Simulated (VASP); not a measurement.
# Al (I4_1/amd) in VASP: a series of runs

Runs on Al. Level: PBE. Tasks: relaxation of cell and atoms, single point.

All numbers are computed with VASP 6.6.1; they aren't measurements. Logs are shortened: lines on timing, memory, paths and dates and some standing lists are left out, and cuts for length are marked.

## Step 1: The cell of the first run

Symmetry: I4_1/amd, No. 141, tetragonal system. Conventional cell: a = 4.633 Å, b = 4.633 Å, c = 2.407 Å, α = 90.00°, β = 90.00°, γ = 90.00°. Al (site symmetry -4m2) has 10 Al at 2.39 to 2.94 Å within 3.2 Å.

## Step 2: Relaxation of cell and atoms, PBE, target pressure 54 GPa, at which the enthalpy is minimised

Input file INCAR:

```
SYSTEM = Al
ALGO = Normal ; EDIFF = 1E-6
EDIFFG = -0.005 ; ENCUT = 600
GGA = PE ; IBRION = 2
ISIF = 3 ; ISMEAR = -1
LASPH = .TRUE. ; LCHARG = .FALSE.
LREAL = .FALSE. ; LWAVE = .FALSE.
NELM = 100 ; NSW = 32
PREC = Accurate ; PSTRESS = 540.0
SIGMA = 0.1
```

Input file KPOINTS:

```
k-points
0
G
  18 18 18
  0 0 0
```

Input file POSCAR:

```
Al
1.0
   -2.3163131566      2.3163131566      1.2033138848
    2.3163131566     -2.3163131566      1.2033138848
    2.3163131566      2.3163131566     -1.2033138848
Al
2
Direct
   -0.3750000000     -0.1250000000     -0.2500000000
    0.3750000000      0.1250000000      0.2500000000
```

Potentials or basis: VASP PAW PBE potentials, release 64 (Al).

Run with:

```
$ cat potpaw_PBE.64/Al/POTCAR > POTCAR
$ mpirun -np 1 vasp_std > vasp.out
```

OUTCAR:

```text
SYSTEM = Al
   EDIFF = 1E-6
   EDIFFG = -0.005
   ENCUT = 600
   GGA = PE
   IBRION = 2
   ISIF = 3
   ISMEAR = -1
   LASPH = .TRUE.
   LREAL = .FALSE.
   NELM = 100
   NSW = 32
   PREC = Accurate
   PSTRESS = 540.0

 ion  position               nearest neighbor table
   1  0.625  0.875  0.750-   2 2.39   2 2.39   2 2.39   2 2.39   2 2.94   2 2.94   2 2.94   2 2.94

   2  0.375  0.125  0.250-   1 2.39   1 2.39   1 2.39   1 2.39   1 2.94   1 2.94   1 2.94   1 2.94

  LATTYP: Found a body centered tetragonal cell.
 ALAT       =     4.6326263132
 C/A-ratio  =     0.5194953374

  Lattice vectors:

 A1 = (  -2.3163131566,   2.3163131566,   1.2033138848)
 A2 = (   2.3163131566,  -2.3163131566,   1.2033138848)
 A3 = (   2.3163131566,   2.3163131566,  -1.2033138848)

Analysis of symmetry for initial positions (statically):
=====================================================================
 Subroutine PRICEL returns:
 Original cell was already a primitive cell.

 Routine SETGRP: Setting up the symmetry group for a
 body centered tetragonal supercell.

 Subroutine GETGRP returns: Found 16 space group operations
 (whereof  4 operations were pure point group operations)
 out of a pool of 16 trial point group operations.

The static configuration has the point symmetry C_2h.
 The point group associated with its full space group is D_4h.

Analysis of symmetry for dynamics (positions and initial velocities):
=====================================================================
 Subroutine PRICEL returns:
 Original cell was already a primitive cell.

 Routine SETGRP: Setting up the symmetry group for a
 body centered tetragonal supercell.

 Subroutine GETGRP returns: Found 16 space group operations
 (whereof  4 operations were pure point group operations)
 out of a pool of 16 trial point group operations.

The dynamic configuration has the point symmetry C_2h.
 The point group associated with its full space group is D_4h.

 Subroutine INISYM returns: Found 16 space group operations
 (whereof  4 operations are pure point group operations),
 and found     1 'primitive' translations

----------------------------------------------------------------------------------------

                                     Primitive cell

  volume of cell :      25.8246

[... 90 lines left out ...]
   EDIFFG = -.5E-02   stopping-criterion for IOM
   NSW    =     32    number of steps for IOM
   IBRION =      2    ionic relax: 0-MD 1-quasi-New 2-CG
   NFREE  =      1    steps in history (QN), initial steepest desc. (CG)
   ISIF   =      3    stress and relaxation
   ISYM   =      2    0-nonsym 1-usesym 2-fastsym
   POTIM  = 0.5000    time-step for ionic-motion
   TEBEG  =    0.0;   TEEND  =   0.0 temperature during run
   PSTRESS=  540.0 pullay stress
   NELECT =       6.0000    total number of electrons
   NUPDOWN=      -1.0000    fix difference up-down
   EMIN   =  10.00;   EMAX   =-10.00  energy-range for DOS
   EFERMI =   0.00;   METHOD = LEGACY
   ISMEAR =    -1;   SIGMA  =   0.10  broadening in eV -4-tet -1-fermi 0-gaus
   EFERMI_NEDOS =   21; number of points for ismear=-14 and -15
   IALGO  =     38    algorithm
   IMIX   =      4    mixing-type and parameters
     AMIX     =   0.40;   BMIX     =  1.00
     AMIX_MAG =   1.60;   BMIX_MAG =  1.00
  volume/ion in A,a.u.               =      12.91        87.14
  Fermi-wavevector in a.u.,A,eV,Ry     =   1.006423  1.901865 13.781181  1.012888
  Thomas-Fermi vector in A             =   2.139165
   LORBIT       =      0    0 simple, 1 ext, 2 COOP (PROOUT), +10 PAW based schemes
   GGA     = PE    functional components
   LHFCALC =     F    Hartree Fock is set to
   AEXX    =    0.0000 exact exchange contribution
   IVDW    =     0    specifies the selected vdW correction
   LEPSILON=     F    determine dielectric tensor
   LRPA    =     F    only Hartree local field effects (RPA)
 conjugate gradient relaxation of ions
 non-spin polarized calculation
  energy-cutoff  :      600.00
  volume of cell :       25.82
 maximum number of plane-waves:       888
   NGX = 13   NGY = 13   NGZ = 13

--------------------------------------- Ionic step        1  -------------------------------------------

 number of electron       6.0000000 magnetization

 Free energy of the ion-electron system (eV)
  ---------------------------------------------------
  ext. energy  EPLUGINS =         0.00000000
  ---------------------------------------------------
  free energy    TOTEN  =        -5.41842205 eV

  energy without entropy =       -5.39089650  energy(sigma->0) =       -5.40465927

------------------------ aborting loop because EDIFF is reached ----------------------------------------

  FORCE on cell =-STRESS in cart. coord.  units (eV):
  Direction    XX          YY          ZZ          XY          YZ          ZX
  --------------------------------------------------------------------------------------
  -------------------------------------------------------------------------------------
  Total        8.7179600      8.7179600      8.7207935     -0.0000000     -0.0000000      0.0000000
  in kB      540.8688690    540.8688690    541.0446626     -0.0000000     -0.0000000      0.0000000
  external PRESSURE =       0.9274669 kB  Pullay stress =     540.0000000 kB
[... 63 lines left out ...]
--------------------------------------- Ionic step        3  -------------------------------------------

 number of electron       6.0000000 magnetization

 Free energy of the ion-electron system (eV)
  ---------------------------------------------------
  ext. energy  EPLUGINS =         0.00000000
  ---------------------------------------------------
  free energy    TOTEN  =        -5.42183220 eV

  energy without entropy =       -5.39429905  energy(sigma->0) =       -5.40806563

 E-fermi :  10.5787     XC(G=0): -11.0957

 val. band max:       10.5786199660   @ k =  -0.2222  -0.4444   0.0556
 cond. band min:      10.6035480030   @ k =  -0.2222   0.2222   0.0000
 fundamental gap:      0.0249280370
 Fermi energy:        10.5786882612

 k-point     1 :       0.0000    0.0000    0.0000
  band No.  band energies     occupation
      1      -2.1472      2.00000
      2      10.0328      1.99152
      3      10.0328      1.99152
      4      11.6111      0.00007
      5      12.3179      0.00000
      6      20.0680      0.00000
      7      22.4575      0.00000
[... 221 lines left out ...]
 k-point    24 :      -0.2222    0.0556   -0.0000
  band No.  band energies     occupation
      1      -1.0831      2.00000
      2       8.3021      2.00000
      3       9.6397      1.99983
      4      14.0556      0.00000
      5      15.2276      0.00000
      6      17.7802      0.00000
      7      18.7331      0.00000

 [... further k-points ...]
[... 5 lines left out ...]
  --------------------------------------------------------------------------------------
  -------------------------------------------------------------------------------------
  Total        8.7061103      8.7061103      8.7067247      0.0000000      0.0000000     -0.0000000
  in kB      539.9223051    539.9223051    539.9604044      0.0000000      0.0000000     -0.0000000
  external PRESSURE =      -0.0649951 kB  Pullay stress =     540.0000000 kB
[... 21 lines left out ...]
  energy  without entropy=       -5.3942990520  energy(sigma->0) =       -5.40806563

  enthalpy is  TOTEN    =         3.2855309208 eV   P V=        8.7073631203

 reached required accuracy - stopping structural energy minimisation
```

OSZICAR:

```text
N       E                     dE             d eps       ncg     rms          rms(c)
DAV:   1     0.373745993815E+01    0.37375E+01   -0.26266E+03  6734   0.776E+02
DAV:   2    -0.540619922004E+01   -0.91437E+01   -0.86765E+01  9184   0.600E+01
DAV:   3    -0.548021295725E+01   -0.74014E-01   -0.70424E-01  9373   0.680E+00
DAV:   4    -0.548045268968E+01   -0.23973E-03   -0.23965E-03  9590   0.335E-01
DAV:   5    -0.548045348924E+01   -0.79956E-06   -0.79962E-06  9590   0.149E-02    0.260E+00
DAV:   6    -0.544235029809E+01    0.38103E-01   -0.31101E-03  8715   0.392E-01    0.151E+00
DAV:   7    -0.541846909269E+01    0.23881E-01   -0.81251E-03  8309   0.649E-01    0.242E-01
DAV:   8    -0.541847773496E+01   -0.86423E-05   -0.14345E-04  9730   0.954E-02    0.657E-02
DAV:   9    -0.541842220448E+01    0.55530E-04   -0.26530E-05  8561   0.382E-02    0.141E-02
DAV:  10    -0.541842204971E+01    0.15476E-06   -0.42828E-07  7056   0.601E-03
   1 F= 0.32855331E+01 E0= 0.32992959E+01  d E =0.328553E+01
       N       E                     dE             d eps       ncg     rms          rms(c)
DAV:   1    -0.542783603936E+01   -0.94138E-02   -0.10582E-04  8190   0.714E-02    0.105E-02
DAV:   2    -0.542783486456E+01    0.11748E-05   -0.10321E-06  7476   0.878E-03    0.362E-03
DAV:   3    -0.542783394337E+01    0.92119E-06   -0.11825E-07  3752   0.240E-03
   2 F= 0.32855405E+01 E0= 0.32993140E+01  d E =0.735709E-05
       N       E                     dE             d eps       ncg     rms          rms(c)
DAV:   1    -0.542183215397E+01    0.60027E-02   -0.44494E-05  8064   0.458E-02    0.773E-03
DAV:   2    -0.542183219956E+01   -0.45586E-07   -0.38675E-07  4690   0.568E-03
   3 F= 0.32855309E+01 E0= 0.32992975E+01  d E =-.218220E-05
```

Wall time 1.7 min (1 thread of Intel Xeon 6975P-C, shared host); peak memory 0.22 GiB.

What came out:

- Free energy: -5.4218 eV
- Relaxed volume: 12.92 Å³/atom
- Relaxed cell: a = 3.490 Å, b = 3.490 Å, c = 3.490 Å, α = 96.83°, β = 96.83°, γ = 139.66°
- Space group after relaxing (to 0.05 Å): I4_1/amd (No. 141)
- Energy change on relaxing (the enthalpy is what falls): -1.7 meV/atom
- Ionic steps: 3
- Pressure after relaxing: 54.0 GPa
- Band gap on the k mesh: zero (band 3 reaches 13.89 eV, above the bottom of band 4 at 4.63 eV)

The path:
| step | energy change (eV) | largest force (eV/Å) | pressure (GPa) | volume (Å³) |
| --- | --- | --- | --- | --- |
| 1 | 0.0000 | 0.0000 | 54.09 | 25.82 |
| 2 | -0.0094 | 0.0000 | 53.84 | 25.85 |
| 3 | -0.0034 | 0.0000 | 53.99 | 25.83 |

Final structure:
```
Al
1.0
    -2.31660    2.31660    1.20349
     2.31660   -2.31660    1.20349
     2.31660    2.31660   -1.20349
Al
2
Cartesian
  2.3166 1.1583 0.9026
  0.0000 1.1583 0.3009
```

Caveat: the cell is relaxed towards a set pressure, so the enthalpy falls and the energy may rise.

## Step 3: Single point, PBE

Input file INCAR:

```
  PREC = Accurate
  ENCUT = 520
  EDIFF = 1E-6
  ISMEAR = -1
  SIGMA = 0.1
  LREAL = F
  LASPH = T
  NELM = 100
  ALGO = Normal
  ISIF = 2
  LWAVE = F
  LCHARG = F
  GGA = PE
  NBANDS = 10
```

Input file KPOINTS:

```
Automatic mesh
0
Gamma
  18 18 18
```

Input file POSCAR:

```
Al
1.0
   -2.3163131565      2.3163131565      1.2033138848
    2.3163131565     -2.3163131565      1.2033138848
    2.3163131565      2.3163131565     -1.2033138848
Al
2
Direct
   -0.3750000000     -0.1250000000     -0.2500000000
    0.3750000000      0.1250000000      0.2500000000
```

Potentials or basis: VASP PAW PBE potentials, release 64 (Al).

Run with:

```
$ cat potpaw_PBE.64/Al/POTCAR > POTCAR
$ mpirun -np 1 vasp_std > vasp.out
```

Wall time 60 s (1 thread of Intel Xeon Platinum 8559C (Emerald Rapids), shared host); peak memory 0.22 GiB.

The run converged. Its results:

```
Free energy            : -5.4180 eV
Pressure               : 54.1 GPa
Band gap on the k mesh : zero (band 3 reaches 13.90 eV, above the bottom of band 4 at 4.63 eV)
```

Levels at points of the mesh, in eV from the Fermi level:
| k point | band 1 | band 2 | band 3 | band 4 | band 5 | band 6 |
| --- | --- | --- | --- | --- | --- | --- |
| (0.00, 0.00, 0.00) | -12.73 | -0.55 | -0.55 | 1.03 | 1.74 | 9.49 |
| (0.50, 0.00, 0.00) | -5.27 | -4.57 | 0.60 | 0.98 | 1.56 | 2.62 |
| (0.50, 0.50, 0.00) | -9.34 | -9.34 | 2.35 | 2.35 | 4.58 | 4.58 |
| (0.50, 0.50, 0.50) | -6.14 | -6.14 | -5.95 | -5.95 | 10.24 | 10.24 |

## Step 4: Single point, PBE

Input file INCAR:

```
  ALGO = Normal
  EDIFF = 1E-6
  ENCUT = 520
  GGA = PE
  ISIF = 2
  ISMEAR = -1
  LASPH = True
  LCHARG = False
  LREAL = False
  LWAVE = False
  NBANDS = 10
  NELM = 100
  PREC = Accurate
  SIGMA = 0.1
```

Input file KPOINTS:

```
k-points
0
Gamma
  18 18 18
```

Input file POSCAR:

```
Al
1.0
   -2.3154956435      2.3154956435      1.2028937943
    2.3154956435     -2.3154956435      1.2028937943
    2.3154956435      2.3154956435     -1.2028937943
Al
2
Direct
   -0.3750000000     -0.1250000000     -0.2500000000
    0.3750000000      0.1250000000      0.2500000000
```

Run with:

```
$ cat potpaw_PBE.64/Al/POTCAR > POTCAR
$ mpirun -np 1 vasp_std > vasp.out
```

Run time: 68 s. Hardware: 1 thread of Intel Xeon Platinum 8559C (Emerald Rapids), shared host; peak memory 0.22 GiB.

It converged, with:

| Property | Result |
| --- | --- |
| Free energy | -5.4088 eV |
| Pressure | 54.3 GPa |
| Band gap on the k mesh | zero (band 3 reaches 13.91 eV, above the bottom of band 4 at 4.64 eV) |

Levels at points of the mesh, in eV from the Fermi level:
```
           k point  band 1  band 2  band 3  band 4  band 5  band 6  band 7  band 8
(0.00, 0.00, 0.00)  -12.74   -0.55   -0.55    1.03    1.74    9.49   11.88   13.44
(0.50, 0.00, 0.00)   -5.27   -4.57    0.60    0.98    1.56    2.62    7.78    7.99
(0.50, 0.50, 0.00)   -9.35   -9.35    2.35    2.35    4.59    4.59   12.83   12.83
(0.50, 0.50, 0.50)   -6.15   -6.15   -5.96   -5.96   10.25   10.25   17.71   17.71
```

## Step 5: Summary

| task | cell | cutoff (eV) | gap on the mesh (eV) | pressure (GPa) |
| --- | --- | --- | --- | --- |
| relaxation of cell and atoms | relaxed to 54 GPa from a = 3.490 Å, angles 96.8, 96.8, 139.7°, 2 atoms | 600 | none | 54.0 |
| single point | a = 3.490 Å, angles 96.8, 96.8, 139.7°, 2 atoms | 520 | none | 54.1 |
| single point | a = 3.489 Å, angles 96.8, 96.8, 139.7°, 2 atoms | 520 | none | 54.3 |

Alike in all rows: level PBE; potentials or basis VASP PAW PBE potentials, release 64 (Al); no spin polarisation; k mesh 18 × 18 × 18; smearing fermi-dirac 0.1 eV.

Caveats: the cell is relaxed towards a set pressure, so the enthalpy falls and the energy may rise (some runs).

Absolute energies hang on the potentials; compare differences alone.
